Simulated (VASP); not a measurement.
Set up this calculation in VASP 6.6.1, as the native input.

```
Task                               : single point
Functional                         : HSE06
Potentials or basis                : VASP PAW PBE potentials, release 64 (Al, N)
Cutoff                             : 520 eV
k mesh                             : 6 × 6 × 4
Occupations                        : gaussian, width 0.01 eV
Spin                               : no spin polarisation
Dipole correction                  : no
Grid for exact exchange (PRECFOCK) : Normal
Further INCAR settings             : ALGO = Normal; EDIFF = 1e-06; NBANDS = 16
Share of exact exchange            : 0.25
Screening parameter                : 0.2079 1/Å
```

The system is AlN.

```
CELL_PARAMETERS angstrom
3.06755 0.00000 0.00000
-1.53378 2.65658 0.00000
0.00000 0.00000 4.97859
ATOMIC_POSITIONS crystal
Al 0.33333 0.66667 0.00031
Al 0.66667 0.33333 0.50031
N 0.33333 0.66667 0.37969
N 0.66667 0.33333 0.87969
```

This cell differs from its parent crystal: biaxial xy strain -1.3%.

One way to write it, as run:

POSCAR

```
AlN
1.0
    3.0675501517      0.0000000000      0.0000000000
   -1.5337750759      2.6565763588      0.0000000000
    0.0000000000      0.0000000000      4.9785885509
Al N
2 2
Direct
    0.3333333333      0.6666666667      0.0003113942
    0.6666666667      0.3333333333      0.5003113942
    0.3333333333      0.6666666667      0.3796886058
    0.6666666667      0.3333333333      0.8796886058
```

INCAR.step1

```
  PREC = Accurate
  ENCUT = 520
  EDIFF = 1E-5
  ISMEAR = 0
  SIGMA = 0.01
  LREAL = False
  LASPH = True
  NELM = 80
  ALGO = Normal
  ISIF = 2
  LWAVE = True
  LCHARG = False
  GGA = PE
  NBANDS = 16
```

INCAR.step2

```
  PREC = Accurate
  ENCUT = 520
  EDIFF = 1E-6
  ISMEAR = 0
  SIGMA = 0.01
  LREAL = False
  LASPH = True
  NELM = 80
  ALGO = Normal
  ISIF = 2
  LWAVE = False
  LCHARG = False
  GGA = PE
  LHFCALC = True
  HFSCREEN = 0.2079
  PRECFOCK = Normal
  ISTART = 1
  NBANDS = 16
```

KPOINTS

```
regular mesh
0
Gamma
  6 6 4
```

Potentials or basis: VASP PAW PBE potentials, release 64 (Al, N).

Launch:

```sh
$ cat potpaw_PBE.64/Al/POTCAR potpaw_PBE.64/N/POTCAR > POTCAR
$ cp INCAR.step1 INCAR
$ mpirun -np 1 vasp_std > vasp.out
$ cp INCAR.step2 INCAR
$ mpirun -np 1 vasp_std > vasp.out
```

Results of the run:

```
Pressure               : 5.0 GPa
Largest force          : 0.007 eV/Å
Band gap on the k mesh : 5.90 eV
```

Caveat: the cell differs from its parent crystal (biaxial xy strain -1.3%); the cell stands under pressure; the PAW data sets were made with another functional, which shifts forces and pressure a little.

Wall time 56 min on 1 thread of Intel Xeon 8259CL (shared host), peak memory 0.27 GiB.
